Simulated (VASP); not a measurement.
# Al12Ga in VASP: single point with LDA

Aim: the single point of Al12Ga with LDA.

All numbers are computed with VASP 6.6.1; they aren't measurements. Logs are shortened: lines on timing, memory, paths and dates and some standing lists are left out, and cuts for length are marked.

## 1. The cell of the first run

The cell holds a slab with vacuum, 13 atoms: a = 5.634 Å, b = 5.634 Å, c = 21.104 Å, α = 90.00°, β = 90.00°, γ = 90.00°.

## 2. Single point, LDA, collinear spin

File INCAR:

```
SYSTEM = Al12Ga
  PREC = Accurate
  ENCUT = 520
  EDIFF = 1E-6
  ISMEAR = 0
  SIGMA = 0.1
  LREAL = .False.
  LASPH = .True.
  NELM = 150
  ALGO = Normal
  ISIF = 2
  LWAVE = .False.
  LCHARG = .False.
  ISPIN = 2
  MAGMOM = 0 0 0 0 0 0 0 0 0 0 0 0 1
  LORBIT = 11
  LDIPOL = .True.
  IDIPOL = 3
  DIPOL = 0.5 0.5 0.299
  GGA = CA
  NBANDS = 40
```

File KPOINTS:

```
Automatic mesh
0
Gamma
  5 5 1
  0 0 0
```

File POSCAR:

```
Al12Ga
1.0
    5.6343731020      0.0000000000      0.0000000000
    0.0000000000      5.6343731020      0.0000000000
    0.0000000000      0.0000000000     21.1039189491
Al Ga
12 1
Direct
    0.2500000000      0.2500000000      0.1895382564
    0.2500000000      0.7500000000      0.1895382564
    0.7500000000      0.2500000000      0.1895382564
    0.7500000000      0.7500000000      0.1895382564
    0.0000000000      0.0000000000      0.2867506898
    0.0000000000      0.5000000000      0.2867506898
    0.5000000000      0.0000000000      0.2867506898
    0.5000000000      0.5000000000      0.2867506898
    0.2500000000      0.2500000000      0.3840006668
    0.2500000000      0.7500000000      0.3840006668
    0.7500000000      0.2500000000      0.3840006668
    0.7500000000      0.7500000000      0.3840006668
    0.5000000000      0.5000000000      0.4484436740
```

Potentials or basis: VASP PAW LDA potentials, release 64 (Al, Ga_d).

Launch:

```bash
$ cat potpaw_LDA.64/Al/POTCAR potpaw_LDA.64/Ga_d/POTCAR > POTCAR
$ mpirun -np 1 vasp_std > vasp.out
```

OUTCAR:

```text
SYSTEM = Al12Ga
   PREC = Accurate
   ENCUT = 520
   EDIFF = 1E-6
   ISMEAR = 0
   LREAL = .False.
   LASPH = .True.
   NELM = 150
   ISIF = 2
   ISPIN = 2
   LORBIT = 11
   GGA = CA

 ion  position               nearest neighbor table
   1  0.250  0.250  0.190-   2 2.82   3 2.82   2 2.82   3 2.82   7 2.86   8 2.86   5 2.86   6 2.86

   2  0.250  0.750  0.190-   1 2.82   4 2.82   1 2.82   4 2.82   7 2.86   8 2.86   5 2.86   6 2.86

   3  0.750  0.250  0.190-   1 2.82   4 2.82   4 2.82   1 2.82   7 2.86   8 2.86   5 2.86   6 2.86
[... 4 lines left out ...]
                            11 2.86  12 2.86   9 2.86  10 2.86
   6  0.000  0.500  0.287-   5 2.82   8 2.82   5 2.82   8 2.82   1 2.86   2 2.86   3 2.86   4 2.86
                            11 2.86  12 2.86   9 2.86  10 2.86
   7  0.500  0.000  0.287-   5 2.82   8 2.82   8 2.82   5 2.82   1 2.86   2 2.86   3 2.86   4 2.86
                            11 2.86  12 2.86   9 2.86  10 2.86
   8  0.500  0.500  0.287-   6 2.82   7 2.82   7 2.82   6 2.82   1 2.86   2 2.86   3 2.86   4 2.86
                            11 2.86  12 2.86   9 2.86  10 2.86
   9  0.250  0.250  0.384-  13 2.41  11 2.82  10 2.82  10 2.82  11 2.82   6 2.86   7 2.86   8 2.86
                             5 2.86
  10  0.250  0.750  0.384-  13 2.41  12 2.82   9 2.82   9 2.82  12 2.82   6 2.86   7 2.86   8 2.86
                             5 2.86
  11  0.750  0.250  0.384-  13 2.41  12 2.82   9 2.82  12 2.82   9 2.82   6 2.86   7 2.86   8 2.86
                             5 2.86
  12  0.750  0.750  0.384-  13 2.41  11 2.82  10 2.82  11 2.82  10 2.82   6 2.86   7 2.86   8 2.86
                             5 2.86
  13  0.500  0.500  0.448-   9 2.41  10 2.41  11 2.41  12 2.41

  LATTYP: Found a simple tetragonal cell.
 ALAT       =     5.6343731020
 C/A-ratio  =     3.7455664662

  Lattice vectors:

 A1 = (   5.6343731020,   0.0000000000,   0.0000000000)
 A2 = (   0.0000000000,   5.6343731020,   0.0000000000)
 A3 = (   0.0000000000,   0.0000000000,  21.1039189491)

Analysis of symmetry for initial positions (statically):
=====================================================================
 Subroutine PRICEL returns:
 Original cell was already a primitive cell.

 Routine SETGRP: Setting up the symmetry group for a
 simple tetragonal supercell.

 Subroutine GETGRP returns: Found  8 space group operations
 (whereof  8 operations were pure point group operations)
 out of a pool of 16 trial point group operations.

The static configuration has the point symmetry C_4v.

Analysis of symmetry for dynamics (positions and initial velocities):
=====================================================================
 Subroutine PRICEL returns:
 Original cell was already a primitive cell.

 Routine SETGRP: Setting up the symmetry group for a
 simple tetragonal supercell.

 Subroutine GETGRP returns: Found  8 space group operations
 (whereof  8 operations were pure point group operations)
 out of a pool of 16 trial point group operations.

The dynamic configuration has the point symmetry C_4v.

Analysis of structural, dynamic, and magnetic symmetry:
=====================================================================
 Subroutine PRICEL returns:
 Original cell was already a primitive cell.

 Routine SETGRP: Setting up the symmetry group for a
 simple tetragonal supercell.

 Subroutine GETGRP returns: Found  8 space group operations
 (whereof  8 operations were pure point group operations)
 out of a pool of 16 trial point group operations.

The overall configuration has the point symmetry C_4v.

 Subroutine INISYM returns: Found  8 space group operations
 (whereof  8 operations are pure point group operations),
 and found     1 'primitive' translations

----------------------------------------------------------------------------------------

                                     Primitive cell

  volume of cell :     669.9684

  direct lattice vectors                    reciprocal lattice vectors
     5.634373102  0.000000000  0.000000000     0.177482034  0.000000000  0.000000000
     0.000000000  5.634373102  0.000000000     0.000000000  0.177482034  0.000000000
     0.000000000  0.000000000 21.103918949     0.000000000  0.000000000  0.047384564

  length of vectors
[... 95 lines left out ...]
   PSTRESS=    0.0 pullay stress
   NELECT =      49.0000    total number of electrons
   NUPDOWN=      -1.0000    fix difference up-down
   EMIN   =  10.00;   EMAX   =-10.00  energy-range for DOS
   EFERMI =   0.00;   METHOD = LEGACY
   ISMEAR =     0;   SIGMA  =   0.10  broadening in eV -4-tet -1-fermi 0-gaus
   EFERMI_NEDOS =   21; number of points for ismear=-14 and -15
   IALGO  =     38    algorithm
   IMIX   =      4    mixing-type and parameters
     AMIX     =   0.40;   BMIX     =  1.00
     AMIX_MAG =   1.60;   BMIX_MAG =  1.00
  volume/ion in A,a.u.               =      51.54       347.78
  Fermi-wavevector in a.u.,A,eV,Ry     =   0.684629  1.293762  6.377284  0.468717
  Thomas-Fermi vector in A             =   1.764337
   LORBIT       =     11    0 simple, 1 ext, 2 COOP (PROOUT), +10 PAW based schemes
   GGA     = CA    functional components
   LHFCALC =     F    Hartree Fock is set to
   AEXX    =    0.0000 exact exchange contribution
   IVDW    =     0    specifies the selected vdW correction
   LEPSILON=     F    determine dielectric tensor
   LRPA    =     F    only Hartree local field effects (RPA)
 spin polarized calculation
 Gauss-broadening in eV      SIGMA  =   0.10
  energy-cutoff  :      520.00
  volume of cell :      669.97
 maximum number of plane-waves:     18131
 NGX is ok and might be reduce to    42
   NGX = 21   NGY = 21   NGZ = 79

 dipolmoment           0.000000      0.000000      0.002249 electrons x Angstroem

 number of electron      49.0000018 magnetization       0.0000530

 number of electron      49.0000018 magnetization      -0.0000108

 dipolmoment           0.000000      0.000000     -0.000856 electrons x Angstroem

 Free energy of the ion-electron system (eV)
  ---------------------------------------------------
  ext. energy  EPLUGINS =         0.00000000
  ---------------------------------------------------
  free energy    TOTEN  =       -49.18351573 eV

  energy without entropy =      -49.16606123  energy(sigma->0) =      -49.17478848

 E-fermi :  -0.4014     XC(G=0):  -4.2674

 val. band max:       -0.4641758066   @ k =   0.2000   0.2000   0.0000
 cond. band min:      -0.3295655970   @ k =   0.4000   0.2000   0.0000
 fundamental gap:      0.1346102097
 Fermi energy:        -0.4014234682

 spin component 1

 k-point     1 :       0.0000    0.0000    0.0000
  band No.  band energies     occupation
      1     -15.5693      1.00000
      2     -15.5693      1.00000
      3     -15.5339      1.00000
      4     -15.5116      1.00000
      5     -15.4537      1.00000
      6     -11.1933      1.00000
[... 223 lines left out ...]
     35       2.2739      0.00000
     36       2.5437      0.00000
 Fermi energy:        -0.4014234682

 spin component 2

 k-point     1 :       0.0000    0.0000    0.0000
  band No.  band energies     occupation
      1     -15.5693      1.00000
      2     -15.5693      1.00000
      3     -15.5339      1.00000
      4     -15.5116      1.00000
      5     -15.4537      1.00000
      6     -11.1933      1.00000
[... 223 lines left out ...]
     35       2.2739      0.00000
     36       2.5437      0.00000
 [bands above 36 left out]

------------------------ aborting loop because EDIFF is reached ----------------------------------------

 vacuum level on the upper side and lower side of the slab       (xc-potential included)        -0.054        -0.071

  FORCE on cell =-STRESS in cart. coord.  units (eV):
  Direction    XX          YY          ZZ          XY          YZ          ZX
  --------------------------------------------------------------------------------------
  -------------------------------------------------------------------------------------
  Total       -3.8717432     -3.8717432      2.3401225      0.0000000     -0.0000000      0.0000000
  in kB       -9.2589728     -9.2589728      5.5962211      0.0000000     -0.0000000      0.0000000
  external PRESSURE =      -4.3072415 kB  Pullay stress =       0.0000000 kB

 VOLUME and BASIS-vectors are now :
 -----------------------------------------------------------------------------
  energy-cutoff  :      520.00
  volume of cell :      669.97
      direct lattice vectors                 reciprocal lattice vectors
     5.634373102  0.000000000  0.000000000     0.177482034  0.000000000  0.000000000
     0.000000000  5.634373102  0.000000000     0.000000000  0.177482034  0.000000000
     0.000000000  0.000000000 21.103918949     0.000000000  0.000000000  0.047384564

 POSITION                                       TOTAL-FORCE (eV/Angst)
 -----------------------------------------------------------------------------------
      1.40859      1.40859      4.00000        -0.033325     -0.033325     -0.013574
      1.40859      4.22578      4.00000        -0.033325      0.033325     -0.013574
      4.22578      1.40859      4.00000         0.033325     -0.033325     -0.013574
      4.22578      4.22578      4.00000         0.033325      0.033325     -0.013574
      0.00000      0.00000      6.05156        -0.000000      0.000000     -0.120065
      0.00000      2.81719      6.05156         0.000000      0.000000      0.004730
      2.81719      0.00000      6.05156         0.000000     -0.000000      0.004730
      2.81719      2.81719      6.05156         0.000000      0.000000      0.149031
      1.40859      1.40859      8.10392        -0.894517     -0.894517     -0.401644
      1.40859      4.22578      8.10392        -0.894517      0.894517     -0.401644
      4.22578      1.40859      8.10392         0.894517     -0.894517     -0.401644
      4.22578      4.22578      8.10392         0.894517      0.894517     -0.401644
      2.81719      2.81719      9.46392         0.000000      0.000000      1.622449
 -----------------------------------------------------------------------------------
    total drift:                                0.000000     -0.000000     -0.000032

  FREE ENERGIE OF THE ION-ELECTRON SYSTEM (eV)
  ---------------------------------------------------
  free  energy   TOTEN  =       -49.1835157312 eV

  energy  without entropy=      -49.1660612300  energy(sigma->0) =      -49.17478848

 vacuum level on the upper side and lower side of the slab         3.912         3.914

 total charge

# of ion       s       p       d       tot
------------------------------------------
    1        0.483   0.303   0.000   0.786
    2        0.483   0.303   0.000   0.786
    3        0.483   0.303   0.000   0.786
    4        0.483   0.303   0.000   0.786
    5        0.459   0.336   0.000   0.795
    6        0.442   0.355   0.000   0.796
    7        0.442   0.355   0.000   0.796
    8        0.443   0.352   0.000   0.795
    9        0.460   0.347   0.000   0.807
   10        0.460   0.347   0.000   0.807
   11        0.460   0.347   0.000   0.807
   12        0.460   0.347   0.000   0.807
   13        1.055   0.818   9.955  11.827
--------------------------------------------------
tot          6.611   4.816   9.955  21.382

 magnetization (x)

# of ion       s       p       d       tot
------------------------------------------
    1       -0.000  -0.000   0.000  -0.000
    2       -0.000  -0.000   0.000  -0.000
    3       -0.000  -0.000   0.000  -0.000
    4       -0.000  -0.000   0.000  -0.000
    5       -0.000   0.000   0.000   0.000
    6       -0.000   0.000   0.000   0.000
    7       -0.000   0.000   0.000   0.000
    8       -0.000   0.000   0.000  -0.000
    9        0.000   0.000   0.000   0.000
   10        0.000   0.000   0.000   0.000
   11        0.000   0.000   0.000   0.000
   12        0.000   0.000   0.000   0.000
   13        0.000   0.000  -0.000   0.000
--------------------------------------------------
tot          0.000   0.000  -0.000   0.000
```

Run time: 22 min. Hardware: 1 thread of Intel Xeon 8259CL, shared host; peak memory 0.64 GiB.

What came out:

```
Free energy                                           : -49.1835 eV
Largest force                                         : 1.622 eV/Å
Net moment                                            : 0.00 μB per cell
Valence electrons inside the program's atomic spheres : Al 0.79, 0.80, 0.81 (each value once); Ga 11.83
```

Forces on the atoms (eV/Å):
```
Al  -0.033 -0.033 -0.014
Al  -0.033  0.033 -0.014
Al   0.033 -0.033 -0.014
Al   0.033  0.033 -0.014
Al   0.000  0.000 -0.120
Al   0.000  0.000  0.005
Al   0.000  0.000  0.005
Al   0.000  0.000  0.149
Al  -0.895 -0.895 -0.402
Al  -0.895  0.895 -0.402
Al   0.895 -0.895 -0.402
Al   0.895  0.895 -0.402
Ga   0.000  0.000  1.622
```
